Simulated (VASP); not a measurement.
Runs of VASP 6.6.1 on BAs. The structure is that of space group F-43m (No. 216), or close to it. The cells are those of the table. 

```tsv
task	cell	k mesh	smearing	gap on the mesh (eV)	pressure (GPa)	relaxed volume (Å³/atom)
relaxation of cell and atoms	relaxed from a = 3.395 Å, angles 60.0°, 2 atoms	10 × 10 × 10	gaussian 0.02 eV	1.20	0.0	13.97
relaxation of cell and atoms	relaxed from a = 3.378 Å, angles 60.0°, 2 atoms	10 × 10 × 10	gaussian 0.02 eV	1.20	0.0	13.97
single point	a = 3.401 Å, angles 60.0°, 2 atoms	12 × 12 × 12	gaussian 0.01 eV	1.20	(a)	-
relaxation of cell and atoms	relaxed from a = 3.568 Å, angles 60.0°, 2 atoms	7 × 7 × 7	gaussian 0.2 eV	1.22	0.0	13.97
```

Alike in all rows: level PBE; potentials or basis VASP PAW PBE potentials, release 64 (B, As); no spin polarisation; cutoff (eV) 500.

Question: Estimate the missing entries.

Answer: (a) 0.6.

A k mesh can miss the band edges, and the runs leave out spin-orbit coupling on As.
